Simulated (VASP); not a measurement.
# WC (P1) in VASP: single point with PBE

Aim: the single point of WC with PBE.

Program: VASP 6.6.1. These are calculated values, not measurements. Logs are shortened: lines on timing, memory, paths and dates and some standing lists are left out, and cuts for length are marked.

## Step 1: The cell of the first run

The typed cell holds 2 atoms: a = 2.996 Å, b = 2.962 Å, c = 2.870 Å, α = 90.83°, β = 89.96°, γ = 119.95°.

## Step 2: Single point, PBE (atoms moved at random and the cell strained at random)

The input, INCAR:

```
SYSTEM = WC
PREC = Accurate
ENCUT = 520
EDIFF = 1E-7
ISMEAR = 0
SIGMA = 0.1
LREAL = .False.
LASPH = .True.
NELM = 100
ALGO = Normal
ISIF = 2
LWAVE = .False.
LCHARG = .False.
GGA = PE
NBANDS = 16
```

The input, KPOINTS:

```
Automatic mesh
0
Gamma
  14 14 12
  0 0 0
```

The input, POSCAR:

```
WC
1.0
    2.9963049984      0.0113409606      0.0010731855
   -1.4883309392      2.5602685865     -0.0213603095
    0.0010467300     -0.0234524100      2.8701619500
W C
1 1
Direct
    0.0303162766     -0.0049285246     -0.0100353482
    0.6363503901      0.3382618579      0.5100353482
```

Potentials or basis: VASP PAW PBE potentials, release 64 (W_sv, C).

Run with:

```console
cat potpaw_PBE.64/W_sv/POTCAR potpaw_PBE.64/C/POTCAR > POTCAR
mpirun -np 1 vasp_std > vasp.out
```

OUTCAR:

```text
SYSTEM = WC
   PREC = Accurate
   ENCUT = 520
   EDIFF = 1E-7
   ISMEAR = 0
   LREAL = .False.
   LASPH = .True.
   NELM = 100
   ISIF = 2
   GGA = PE

 ion  position               nearest neighbor table
   1  0.030  0.995  0.990-   2 2.10   2 2.16   2 2.17   2 2.28   2 2.36   2 2.41
   2  0.636  0.338  0.510-   1 2.10   1 2.16   1 2.17   1 2.28   1 2.36   1 2.41

  LATTYP: Found a triclinic cell.
 ALAT       =     2.9615132082
 B/A-ratio  =     1.0066486522
 C/A-ratio  =     0.9691862753
 COS(alpha) =     0.0136685472
 COS(beta)  =     0.0144594659
 COS(gamma) =     0.4915780402

  Lattice vectors:

 A1 = (  -1.4883309392,   2.5602685865,  -0.0213603095)
 A2 = (   1.5079740592,   2.5716095471,  -0.0202871240)
 A3 = (  -0.0010467300,   0.0234524100,  -2.8701619500)

Analysis of symmetry for initial positions (statically):
=====================================================================
 Subroutine PRICEL returns:
 Original cell was already a primitive cell.

 Routine SETGRP: Setting up the symmetry group for a
 triclinic supercell.

 Subroutine GETGRP returns: Found  1 space group operations
 (whereof  1 operations were pure point group operations)
 out of a pool of  2 trial point group operations.

The static configuration has the point symmetry C_1 .

Analysis of symmetry for dynamics (positions and initial velocities):
=====================================================================
 Subroutine PRICEL returns:
 Original cell was already a primitive cell.

 Routine SETGRP: Setting up the symmetry group for a
 triclinic supercell.

 Subroutine GETGRP returns: Found  1 space group operations
 (whereof  1 operations were pure point group operations)
 out of a pool of  2 trial point group operations.

The dynamic configuration has the point symmetry C_1 .

 Subroutine INISYM returns: Found  1 space group operations
 (whereof  1 operations are pure point group operations),
 and found     1 'primitive' translations

----------------------------------------------------------------------------------------

                                     Primitive cell

  volume of cell :      22.0650

  direct lattice vectors                    reciprocal lattice vectors
     2.996304998  0.011340961  0.001073186     0.333011109  0.193597631  0.001460461
    -1.488330939  2.560268586 -0.021360310    -0.001476347  0.389752369  0.003185248
     0.001046730 -0.023452410  2.870161950    -0.000135504  0.002828225  0.348435554

[... 82 lines left out ...]
   NELM   =    100;   NELMIN=  2; NELMDL= -5     # of ELM steps
   EDIFF  = 0.1E-06   stopping-criterion for ELM
   LREAL  =      F    real-space projection
   EDIFFG = 0.1E-05   stopping-criterion for IOM
   NSW    =      0    number of steps for IOM
   IBRION =     -1    ionic relax: 0-MD 1-quasi-New 2-CG
   NFREE  =      0    steps in history (QN), initial steepest desc. (CG)
   ISIF   =      2    stress and relaxation
   ISYM   =      2    0-nonsym 1-usesym 2-fastsym
   POTIM  = 0.5000    time-step for ionic-motion
   TEBEG  =    0.0;   TEEND  =   0.0 temperature during run
   PSTRESS=    0.0 pullay stress
   NELECT =      18.0000    total number of electrons
   NUPDOWN=      -1.0000    fix difference up-down
   EMIN   =  10.00;   EMAX   =-10.00  energy-range for DOS
   EFERMI =   0.00;   METHOD = LEGACY
   ISMEAR =     0;   SIGMA  =   0.10  broadening in eV -4-tet -1-fermi 0-gaus
   EFERMI_NEDOS =   21; number of points for ismear=-14 and -15
   IALGO  =     38    algorithm
   IMIX   =      4    mixing-type and parameters
     AMIX     =   0.40;   BMIX     =  1.00
     AMIX_MAG =   1.60;   BMIX_MAG =  1.00
  volume/ion in A,a.u.               =      11.03        74.45
  Fermi-wavevector in a.u.,A,eV,Ry     =   1.529670  2.890657 31.836148  2.339891
  Thomas-Fermi vector in A             =   2.637259
   LORBIT       =      0    0 simple, 1 ext, 2 COOP (PROOUT), +10 PAW based schemes
   GGA     = PE    functional components
   LHFCALC =     F    Hartree Fock is set to
   AEXX    =    0.0000 exact exchange contribution
   IVDW    =     0    specifies the selected vdW correction
   LEPSILON=     F    determine dielectric tensor
   LRPA    =     F    only Hartree local field effects (RPA)
 non-spin polarized calculation
 Gauss-broadening in eV      SIGMA  =   0.10
  energy-cutoff  :      520.00
  volume of cell :       22.06
 maximum number of plane-waves:       611
 NGX is ok and might be reduce to    24
   NGX = 11   NGY = 11   NGZ = 11

 number of electron      18.0000002 magnetization

 Free energy of the ion-electron system (eV)
  ---------------------------------------------------
  ext. energy  EPLUGINS =         0.00000000
  ---------------------------------------------------
  free energy    TOTEN  =       -22.13622967 eV

  energy without entropy =      -22.13488963  energy(sigma->0) =      -22.13555965

 E-fermi :  10.3552     XC(G=0): -13.4469

 val. band max:       10.3361202122   @ k =  -0.1429   0.0714   0.4167
 cond. band min:      10.3632236874   @ k =  -0.0000   0.5000  -0.0000
 fundamental gap:      0.0271034752
 Fermi energy:        10.3551567586

 k-point     1 :       0.0000    0.0000    0.0000
  band No.  band energies     occupation
      1     -63.8658      2.00000
      2     -27.8468      2.00000
      3     -27.7928      2.00000
      4     -27.7825      2.00000
      5      -3.7806      2.00000
      6       6.0576      2.00000
[... 433 lines left out ...]
      3     -27.8452      2.00000
      4     -27.8188      2.00000
      5      -2.9230      2.00000
      6       5.5518      2.00000
[... 8 lines left out ...]
     15      23.9178      0.00000
     16      26.5616      0.00000

 [... further k-points ...]

------------------------ aborting loop because EDIFF is reached ----------------------------------------

  FORCE on cell =-STRESS in cart. coord.  units (eV):
  Direction    XX          YY          ZZ          XY          YZ          ZX
  --------------------------------------------------------------------------------------
  -------------------------------------------------------------------------------------
  Total       -2.1943254     -1.3092066     -0.5652031      0.3668606      0.5661414     -0.3192805
  in kB     -159.3338387    -95.0638028    -41.0403964     26.6383951     41.1085219    -23.1835211
  external PRESSURE =     -98.4793460 kB  Pullay stress =       0.0000000 kB

 VOLUME and BASIS-vectors are now :
 -----------------------------------------------------------------------------
  energy-cutoff  :      520.00
  volume of cell :       22.06
      direct lattice vectors                 reciprocal lattice vectors
     2.996304998  0.011340961  0.001073186     0.333011109  0.193597631  0.001460461
    -1.488330939  2.560268586 -0.021360310    -0.001476347  0.389752369  0.003185248
     0.001046730 -0.023452410  2.870161950    -0.000135504  0.002828225  0.348435554

 POSITION                                       TOTAL-FORCE (eV/Angst)
 -----------------------------------------------------------------------------------
     -1.38912      2.52478      2.82014        -2.353880      0.122189      0.701004
      1.40379      0.86130      1.45734         2.353880     -0.122189     -0.701004
 -----------------------------------------------------------------------------------
    total drift:                                0.000024     -0.000016     -0.000028

  FREE ENERGIE OF THE ION-ELECTRON SYSTEM (eV)
  ---------------------------------------------------
  free  energy   TOTEN  =       -22.1362296683 eV

  energy  without entropy=      -22.1348896345  energy(sigma->0) =      -22.13555965
```

stdout:

```text
POSCAR found type information on POSCAR W C
 POSCAR found :  2 types and       2 ions
 scaLAPACK will be used
 LDA part: xc-table for (Slater+PW92), standard interpolation
 POSCAR, INCAR and KPOINTS ok, starting setup
 FFT: planning ... GRIDC
 FFT: planning ... GRID_SOFT
 FFT: planning ... GRID
 WAVECAR not read
 entering main loop
```

Wall time 3.3 min (1 thread of Intel Xeon 8259CL, shared host); peak memory 0.49 GiB.

Results:

- Free energy: -22.1362 eV
- Pressure: -9.8 GPa
- Largest force: 2.459 eV/Å
- Band gap on the k mesh: zero (bands 9 and 10 overlap by 1.31 eV)

Forces in eV/Å, atoms in the order of the input:
```
W   -2.354  0.122  0.701
C    2.354 -0.122 -0.701
```

Stress tensor (GPa, compression positive):
```
-15.93   2.66  -2.32
  2.66  -9.51   4.11
 -2.32   4.11  -4.10
```

Caveat: the cell differs from its parent crystal (atoms moved at random and the cell strained at random); the stress differs along the axes, from -16 to -4 GPa; spin-orbit coupling is left out, which moves the levels of the heavy elements; forces of over 1 eV/Å act on the atoms, so gaps and moduli don't describe the material at rest.

The gap in the log of VASP goes by the Fermi energy; the results here count the filled bands.